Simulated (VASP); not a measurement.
A run of VASP 6.6.1 is set up as follows.

Contents of INCAR:

```
ALGO     = Fast           # electronic algorithm
EDIFF    = 1E-7           # SCF threshold, eV
ENCUT    = 520            # plane-wave cutoff, eV
GGA      = PE             # functional
ISIF     = 2              # what is computed and relaxed
ISMEAR   = 0              # smearing method
LASPH    = True           # aspherical terms in the spheres
LCHARG   = True           # write CHGCAR
LELF     = True           # ELF
LREAL    = False          # projectors in reciprocal space
LVHAR    = True         
LWAVE    = False          # write WAVECAR
NBANDS   = 12             # bands
NELM     = 60             # most SCF steps
PREC     = Accurate       # precision mode
SIGMA    = 0.15           # smearing width, eV
```

Contents of KPOINTS:

```
k-points
0
Gamma
  22 22 22
```

Contents of POSCAR:

```
Cu
1.0
    0.0790781250      1.8075000000      1.8075000000
    1.8865781250      0.0000000000      1.8865781250
    1.8075000000      1.8075000000      0.0790781250
Cu
1
Direct
    0.0000000000      0.0000000000      0.0000000000
```

Potentials or basis: VASP PAW PBE potentials, release 64 (Cu).

Launch:

```sh
$ cat potpaw_PBE.64/Cu/POTCAR > POTCAR
$ mpirun -np 1 vasp_std > vasp.out
```

Task: What does it give for the pressure?

Result: 3.6 GPa.

Stress tensor (GPa, compression positive):
```
 4.30  0.00 -7.33
 0.00  2.26  0.00
-7.33  0.00  4.30
```

Caveat: the cell differs from its parent crystal (strain +0.0875 x Voigt [0, 0, 0, 0, 1, 0]).
